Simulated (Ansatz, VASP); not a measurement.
Two plane-wave programs on MgO2

```xyz
3
Lattice="1.5646 0.9033 3.4066 -1.5646 0.9033 3.4066 0.0000 -1.8067 3.4066" Properties=species:S:1:pos:R:3 pbc="T T T"
Mg    0.0000    0.0000    0.0000
O     0.0000    0.0000    4.3821
O     0.0000    0.0000    5.8377
```

Change from the starting cell: strain -0.025 along x and y, -0.025 along z, atoms carried along.

Alike in both runs: task single point; functional r2SCAN; k mesh 12 × 12 × 12; occupations gaussian, width 0.05 eV; no spin polarisation.

```csv
,VASP,Ansatz
version,VASP 6.6.1,Ansatz 0.2.0
potentials or method,"VASP PAW PBE potentials, release 64 (Mg, O), cutoff 520 eV","scalar-relativistic, plane waves, PAW"
valence electrons in the cell,14,22
```

Ansatz gave:

* gap on the k mesh at the Fermi level (eV): 3.44
* least direct gap on the mesh (eV): 3.44
* pressure (GPa): 5.6
* traceless stress, the component that is largest in VASP (GPa): 3.53
* rms of the force components (eV/Å): 0.078

**Question.** Estimate VASP's values.

**Answer.** gap on the k mesh at the Fermi level (eV): 3.41; least direct gap on the mesh (eV): 3.41; pressure (GPa): 5.4; traceless stress, the component that is largest in VASP (GPa): 5.34; rms of the force components (eV/Å): 0.225.

VASP's potentials were made for PBE, not for r2SCAN. Atom by atom the forces differ by 0.147 eV/Å (rms over components). VASP's potentials hold 14 valence electrons a cell and Ansatz's 22, so a difference there can come from the potentials and not from the codes.
